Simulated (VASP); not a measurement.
Set up this calculation in VASP 6.6.1, as the native input.

| Item | Value |
| --- | --- |
| Task | single point |
| Functional | PBE |
| Potentials or basis | VASP PAW PBE potentials, release 64 (Al) |
| Cutoff | 520 eV |
| k mesh | 8 × 8 × 8 |
| Occupations | gaussian, width 0.1 eV |
| Spin | no spin polarisation |
| Dipole correction | no |
| Further INCAR settings | ALGO = Normal; EDIFF = 1e-06; NBANDS = 8 |

The structure of Al lies in POSCAR:

```
Al
1.0
    0.0000000000      2.0194648500      2.0194648500
    2.0194648500      0.0000000000      2.0194648500
    2.0194648500      2.0194648500      0.0000000000
Al
1
Direct
    0.0000000000      0.0000000000      0.0000000000
```

The input as run:

INCAR

```
ALGO = Normal
EDIFF = 1E-6
ENCUT = 520
GGA = PE
ISIF = 2
ISMEAR = 0
LASPH = True
LCHARG = False
LREAL = False
LWAVE = False
NBANDS = 8
NELM = 100
PREC = Accurate
SIGMA = 0.1
```

KPOINTS

```
k-points
0
Gamma
  8 8 8
```

Potentials or basis: VASP PAW PBE potentials, release 64 (Al).

The run is started by

```bash
$ cat potpaw_PBE.64/Al/POTCAR > POTCAR
$ mpirun -np 1 vasp_std > vasp.out
```

It gave:

| Item | Value |
| --- | --- |
| Pressure | 0.2 GPa |

Wall time 4 s on 1 thread of AMD EPYC 7R43 64-Core Processor (Zen 3), on a shared host, peak memory 0.09 GiB.
